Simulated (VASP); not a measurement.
# Lu (Fm-3m) in VASP: a series of runs

Lu is run at these levels: LDA; tasks: single point, relaxation of cell and atoms.

Program: VASP 6.6.1. These are calculated values, not measurements. Logs are shortened: lines on timing, memory, paths and dates and some standing lists are left out, and cuts for length are marked.

**1. The cell of the first run**

Symmetry: Fm-3m, No. 225, cubic system. Conventional cell: a = 4.676 Å, b = 4.676 Å, c = 4.676 Å, α = 90.00°, β = 90.00°, γ = 90.00°. Lu (site symmetry m-3m) has 12 Lu at 3.31 Å within 4.3 Å.

**2. Single point, LDA**

INCAR

```
PREC = Accurate
ENCUT = 520
EDIFF = 1E-6
ISMEAR = -1
SIGMA = 0.08
LREAL = False
LASPH = True
NELM = 100
ALGO = Normal
ISIF = 2
LWAVE = False
LCHARG = True
GGA = CA
LELF = True
LVHAR = True
NBANDS = 18
```

KPOINTS

```
regular mesh
0
Gamma
  15 15 15
```

POSCAR

```
Lu
1.0
    0.0000000000      2.3380964107      2.3380964107
    2.3380964107      0.0000000000      2.3380964107
    2.3380964107      2.3380964107      0.0000000000
Lu
1
Direct
    0.0000000000      0.0000000000      0.0000000000
```

Potentials or basis: VASP PAW PBE potentials, release 64 (Lu).

On the command line:

```console
$ cat potpaw_PBE.64/Lu/POTCAR > POTCAR
$ mpirun -np 1 vasp_std > vasp.out
```

OUTCAR:

```text
PREC = Accurate
   ENCUT = 520
   EDIFF = 1E-6
   ISMEAR = -1
   LREAL = False
   LASPH = True
   NELM = 100
   ISIF = 2
   GGA = CA

 ion  position               nearest neighbor table
   1  0.000  0.000  0.000-

  LATTYP: Found a face centered cubic cell.
 ALAT       =     4.6761928214

  Lattice vectors:

 A1 = (   0.0000000000,   2.3380964107,   2.3380964107)
 A2 = (   2.3380964107,   0.0000000000,   2.3380964107)
 A3 = (   2.3380964107,   2.3380964107,   0.0000000000)

Analysis of symmetry for initial positions (statically):
=====================================================================
 Subroutine PRICEL returns:
 Original cell was already a primitive cell.

 Routine SETGRP: Setting up the symmetry group for a
 face centered cubic supercell.

 Subroutine GETGRP returns: Found 48 space group operations
 (whereof 48 operations were pure point group operations)
 out of a pool of 48 trial point group operations.

The static configuration has the point symmetry O_h .

Analysis of symmetry for dynamics (positions and initial velocities):
=====================================================================
 Subroutine PRICEL returns:
 Original cell was already a primitive cell.

 Routine SETGRP: Setting up the symmetry group for a
 face centered cubic supercell.

 Subroutine GETGRP returns: Found 48 space group operations
 (whereof 48 operations were pure point group operations)
 out of a pool of 48 trial point group operations.

The dynamic configuration has the point symmetry O_h .

 Subroutine INISYM returns: Found 48 space group operations
 (whereof 48 operations are pure point group operations),
 and found     1 'primitive' translations

----------------------------------------------------------------------------------------

                                     Primitive cell

  volume of cell :      25.5633

  direct lattice vectors                    reciprocal lattice vectors
     0.000000000  2.338096411  2.338096411    -0.213849180  0.213849180  0.213849180
     2.338096411  0.000000000  2.338096411     0.213849180 -0.213849180  0.213849180
     2.338096411  2.338096411  0.000000000     0.213849180  0.213849180 -0.213849180

  length of vectors
     3.306567654  3.306567654  3.306567654     0.370397645  0.370397645  0.370397645

  position of ions in fractional coordinates (direct lattice)
     0.000000000  0.000000000  0.000000000

  ion indices of the primitive-cell ions
   primitive index   ion index
                 1           1

----------------------------------------------------------------------------------------

 KPOINTS: regular mesh

Automatic generation of k-mesh.
 Grid dimensions read from file:
 generate k-points for:   15   15   15

 Generating k-lattice:

  Cartesian coordinates                     Fractional coordinates (reciprocal lattice)
    -0.014256612  0.014256612  0.014256612     0.066666667  0.000000000  0.000000000
     0.014256612 -0.014256612  0.014256612     0.000000000  0.066666667  0.000000000
     0.014256612  0.014256612 -0.014256612     0.000000000  0.000000000  0.066666667

  Length of vectors
     0.024693176  0.024693176  0.024693176

  Shift w.r.t. Gamma in fractional coordinates (k-lattice)
     0.000000000  0.000000000  0.000000000

 Subroutine IBZKPT returns following result:
 ===========================================

 Found    120 irreducible k-points:

 Following reciprocal coordinates:
            Coordinates               Weight
  0.000000  0.000000  0.000000      1.000000
  0.066667  0.000000  0.000000      8.000000
  0.133333  0.000000  0.000000      8.000000
  0.200000  0.000000  0.000000      8.000000
  0.266667  0.000000  0.000000      8.000000
  0.333333  0.000000  0.000000      8.000000
[... 16 lines left out ...]
  0.133333  0.133333  0.000000      6.000000
  0.200000  0.133333  0.000000     24.000000
 [... further k-points ...]
   k-points           NKPTS =    120   k-points in BZ     NKDIM =    120   number of bands    NBANDS=     18
   number of dos      NEDOS =    301   number of ions     NIONS =      1
   total plane-waves  NPLWV =  21952
   dimension x,y,z NGX =    28 NGY =   28 NGZ =   28
   dimension x,y,z NGXF=    56 NGYF=   56 NGZF=   56
   ions per type =               1
   NGX,Y,Z   is equivalent  to a cutoff of  14.08, 14.08, 14.08 a.u.
   NGXF,Y,Z  is equivalent  to a cutoff of  28.16, 28.16, 28.16 a.u.
 SYSTEM =  unknown system
   PREC   = accura    normal or accurate (medium, high low for compatibility)
   ISTART =      0    job   : 0-new  1-cont  2-samecut
   ICHARG =      2    charge: 1-file 2-atom 10-const
   ISPIN  =      1    spin polarized calculation?
   LNONCOLLINEAR =      F non collinear calculations
   LSORBIT =      F    spin-orbit coupling
   LASPH  =      T    aspherical Exc in radial PAW
   ENCUT  =  520.0 eV  38.22 Ry    6.18 a.u.   6.15  6.15  6.15*2*pi/ulx,y,z
   NELM   =    100;   NELMIN=  2; NELMDL= -5     # of ELM steps
   EDIFF  = 0.1E-05   stopping-criterion for ELM
   LREAL  =      F    real-space projection
   EDIFFG = 0.1E-04   stopping-criterion for IOM
   NSW    =      0    number of steps for IOM
   IBRION =     -1    ionic relax: 0-MD 1-quasi-New 2-CG
   NFREE  =      0    steps in history (QN), initial steepest desc. (CG)
   ISIF   =      2    stress and relaxation
   ISYM   =      2    0-nonsym 1-usesym 2-fastsym
   POTIM  = 0.5000    time-step for ionic-motion
   TEBEG  =    0.0;   TEEND  =   0.0 temperature during run
   PSTRESS=    0.0 pullay stress
   NELECT =      25.0000    total number of electrons
   NUPDOWN=      -1.0000    fix difference up-down
   EMIN   =  10.00;   EMAX   =-10.00  energy-range for DOS
   EFERMI =   0.00;   METHOD = LEGACY
   ISMEAR =    -1;   SIGMA  =   0.08  broadening in eV -4-tet -1-fermi 0-gaus
   EFERMI_NEDOS =   21; number of points for ismear=-14 and -15
   IALGO  =     38    algorithm
   IMIX   =      4    mixing-type and parameters
     AMIX     =   0.40;   BMIX     =  1.00
     AMIX_MAG =   1.60;   BMIX_MAG =  1.00
  volume/ion in A,a.u.               =      25.56       172.51
  Fermi-wavevector in a.u.,A,eV,Ry     =   1.624984  3.070774 35.927176  2.640573
  Thomas-Fermi vector in A             =   2.718181
   LORBIT       =      0    0 simple, 1 ext, 2 COOP (PROOUT), +10 PAW based schemes
   GGA     = CA    functional components
   LHFCALC =     F    Hartree Fock is set to
   AEXX    =    0.0000 exact exchange contribution
   IVDW    =     0    specifies the selected vdW correction
   LEPSILON=     F    determine dielectric tensor
   LRPA    =     F    only Hartree local field effects (RPA)
 non-spin polarized calculation
  energy-cutoff  :      520.00
  volume of cell :       25.56
 maximum number of plane-waves:       701
 NGX is ok and might be reduce to    28
   NGX = 13   NGY = 13   NGZ = 13

 number of electron      25.0000005 magnetization

 Free energy of the ion-electron system (eV)
  ---------------------------------------------------
  ext. energy  EPLUGINS =         0.00000000
  ---------------------------------------------------
  free energy    TOTEN  =        -5.18416160 eV

  energy without entropy =       -5.15940999  energy(sigma->0) =       -5.17178579

 E-fermi :   2.4987     XC(G=0): -11.6379

 val. band max:        2.4866614221   @ k =  -0.4000   0.2000   0.0000
 cond. band min:       2.5330432615   @ k =   0.2667   0.2667   0.0000
 fundamental gap:      0.0463818394
 Fermi energy:         2.4986755363

 k-point     1 :       0.0000    0.0000    0.0000
  band No.  band energies     occupation
      1     -53.1799      2.00000
      2     -23.6848      2.00000
      3     -23.6848      2.00000
      4     -23.6848      2.00000
      5      -3.8586      2.00000
      6      -2.4206      2.00000
[... 10 lines left out ...]
     17       7.4893      0.00000
     18      13.4526      0.00000

 k-point     2 :       0.0667    0.0000    0.0000
  band No.  band energies     occupation
      1     -53.1775      2.00000
      2     -23.7210      2.00000
      3     -23.6893      2.00000
      4     -23.6893      2.00000
      5      -3.7143      2.00000
      6      -2.4173      2.00000
[... 10 lines left out ...]
     17       7.4041      0.00000
     18      13.7820      0.00000

 k-point     3 :       0.1333    0.0000    0.0000
  band No.  band energies     occupation
      1     -53.1707      2.00000
      2     -23.8223      2.00000
      3     -23.7020      2.00000
      4     -23.7020      2.00000
      5      -3.2984      2.00000
      6      -2.4083      2.00000
[... 10 lines left out ...]
     17       7.2369      0.00000
     18      14.5071      0.00000

 k-point     4 :       0.2000    0.0000    0.0000
  band No.  band energies     occupation
      1     -53.1606      2.00000
      2     -23.9680      2.00000
      3     -23.7207      2.00000
      4     -23.7207      2.00000
      5      -2.6638      2.00000
      6      -2.3963      2.00000
[... 10 lines left out ...]
     17       7.2254      0.00000
     18      14.0131      0.00000

 k-point     5 :       0.2667    0.0000    0.0000
  band No.  band energies     occupation
      1     -53.1490      2.00000
      2     -24.1306      2.00000
      3     -23.7421      2.00000
      4     -23.7421      2.00000
      5      -2.3916      2.00000
      6      -2.3474      2.00000
[... 10 lines left out ...]
     17       7.5851      0.00000
     18      13.1656      0.00000

 k-point     6 :       0.3333    0.0000    0.0000
  band No.  band energies     occupation
      1     -53.1379      2.00000
      2     -24.2818      2.00000
      3     -23.7624      2.00000
      4     -23.7624      2.00000
      5      -2.3941      2.00000
      6      -2.3331      2.00000
[... 307 lines left out ...]
 k-point    21 :      -0.1333    0.0667    0.0000
  band No.  band energies     occupation
      1     -53.1657      2.00000
      2     -23.8808      2.00000
      3     -23.7352      2.00000
      4     -23.7013      2.00000
      5      -2.9881      2.00000
      6      -2.4014      2.00000
[... 10 lines left out ...]
     17       7.5303      0.00000
     18      14.8234      0.00000

 k-point    22 :      -0.0667    0.0667    0.0000
  band No.  band energies     occupation
      1     -53.1736      2.00000
      2     -23.7714      2.00000
      3     -23.7099      2.00000
      4     -23.6908      2.00000
      5      -3.4792      2.00000
      6      -2.4121      2.00000
[... 10 lines left out ...]
     17       7.4754      0.00000
     18      14.2897      0.00000

 k-point    23 :       0.1333    0.1333    0.0000
  band No.  band energies     occupation
      1     -53.1676      2.00000
      2     -23.8190      2.00000
      3     -23.7320      2.00000
      4     -23.7320      2.00000
      5      -3.1114      2.00000
      6      -2.4032      2.00000
[... 10 lines left out ...]
     17       7.7803      0.00000
     18      15.0918      0.00000

 k-point    24 :       0.2000    0.1333    0.0000
  band No.  band energies     occupation
      1     -53.1601      2.00000
      2     -23.9138      2.00000
      3     -23.7558      2.00000
      4     -23.7495      2.00000
      5      -2.6384      2.00000
      6      -2.3922      2.00000
[... 10 lines left out ...]
     17       7.9158      0.00000
     18      15.6439      0.00000

 [... further k-points ...]

------------------------ aborting loop because EDIFF is reached ----------------------------------------

  FORCE on cell =-STRESS in cart. coord.  units (eV):
  Direction    XX          YY          ZZ          XY          YZ          ZX
  --------------------------------------------------------------------------------------
  -------------------------------------------------------------------------------------
  Total        0.0358436      0.0358436      0.0358436     -0.0000000     -0.0000000      0.0000000
  in kB        2.2464906      2.2464906      2.2464906     -0.0000000     -0.0000000      0.0000000
  external PRESSURE =       2.2464906 kB  Pullay stress =       0.0000000 kB

 VOLUME and BASIS-vectors are now :
 -----------------------------------------------------------------------------
  energy-cutoff  :      520.00
  volume of cell :       25.56
      direct lattice vectors                 reciprocal lattice vectors
     0.000000000  2.338096411  2.338096411    -0.213849180  0.213849180  0.213849180
     2.338096411  0.000000000  2.338096411     0.213849180 -0.213849180  0.213849180
     2.338096411  2.338096411  0.000000000     0.213849180  0.213849180 -0.213849180

 POSITION                                       TOTAL-FORCE (eV/Angst)
 -----------------------------------------------------------------------------------
      0.00000      0.00000      0.00000        -0.000000      0.000000     -0.000000
 -----------------------------------------------------------------------------------
    total drift:                               -0.000000     -0.000000     -0.000000

  FREE ENERGIE OF THE ION-ELECTRON SYSTEM (eV)
  ---------------------------------------------------
  free  energy   TOTEN  =        -5.1841616032 eV

  energy  without entropy=       -5.1594099855  energy(sigma->0) =       -5.17178579
```

Run time: 37 s. Hardware: 1 thread of Intel Xeon Platinum 8488C (Sapphire Rapids), shared host; peak memory 0.19 GiB.

Results:

| Property | Result |
| --- | --- |
| Free energy | -5.1842 eV |
| Pressure | 0.2 GPa |

Levels at points of the mesh, in eV from the Fermi level:
```csv
k point,band 10,band 11,band 12,band 13,band 14,band 15
"(0.00, 0.00, 0.00)",-4.74,-4.74,-4.74,2.26,2.26,2.26
```

Caveat: the PAW data sets were made with another functional, which shifts forces and pressure a little; spin-orbit coupling is left out, which moves the levels of the heavy elements.

(Continued in part 2 of 2.)
